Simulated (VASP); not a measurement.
Si3S:

```
Si S
1.0
    -2.71534    2.71534    2.71534
     2.71534   -2.71534    2.71534
     2.71534    2.71534   -2.71534
Si S
3 1
Direct
  0.00000 0.50000 0.50000
  0.50000 0.00000 0.50000
  0.50000 0.50000 0.00000
  0.00000 0.00000 0.00000
```

* Program: VASP 6.6.1
* Task: relaxation of cell and atoms
* Functional: PBE
* Potentials or basis: VASP PAW PBE potentials, release 64 (Si, S)
* Cutoff: 600 eV
* k mesh: 4 × 4 × 4
* Occupations: gaussian, width 0.1 eV
* Spin: no spin polarisation

At the start: pressure -12.3 GPa; volume 20.02 Å³/atom.

Task: Where does the relaxation end?

Result: Over 3 steps the energy falls by 185.3 meV/atom and the volume is 16.08 Å³/atom (-19.7 %); space group Im-3m (No. 229, to 0.05 Å).

The path:
```tsv
step	energy change (eV)	largest force (eV/Å)	pressure (GPa)	volume (Å³)
1	0.0000	0.0000	-12.26	80.08
2	-0.7385	0.0000	1.08	63.61
3	-0.7410	0.0000	0.08	64.31
```

Final structure:
```
Si S
1.0
    -2.52392    2.52392    2.52392
     2.52392   -2.52392    2.52392
     2.52392    2.52392   -2.52392
Si S
3 1
Direct
  0.00000 0.50000 0.50000
  0.50000 0.00000 0.50000
  0.50000 0.50000 0.00000
  0.00000 0.00000 0.00000
```

Caveat: the k points lie up to 0.44 Å⁻¹ apart in the final cell; the volume moved by over 15 % at a fixed basis, so the end points are rough.
